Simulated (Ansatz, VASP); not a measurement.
One calculation of Rb, two programs

```xyz
1
Lattice="-2.8406 2.8406 2.8406 2.8406 -2.8406 2.8406 2.8406 2.8406 -2.8406" Properties=species:S:1:pos:R:3 pbc="T T T"
Rb    0.0000    0.0000    0.0000
```

Alike in both runs: functional PBE; k mesh 12 × 12 × 12; occupations fermi-dirac, width 0.15 eV; no spin polarisation.

Ansatz relaxed the structure, and its values are those at the end. VASP's run is a single point on that final structure, the one shown.

|  | VASP | Ansatz |
| --- | --- | --- |
| version | VASP 6.6.1 | Ansatz 0.2.0 |
| potentials or method | VASP PAW PBE potentials, release 64 (Rb_sv), cutoff 520 eV | scalar-relativistic, plane waves, PAW |
| valence electrons in the cell | 9 | 9 |

|  | VASP | Ansatz | Ansatz less VASP |
| --- | --- | --- | --- |
| gap on the k mesh at the Fermi level (eV) | none | none | - |
| pressure (GPa) | 0.0 | 0.0 | 0.00 |

A gap of «none» marks a metal or a gap that the smearing closes.
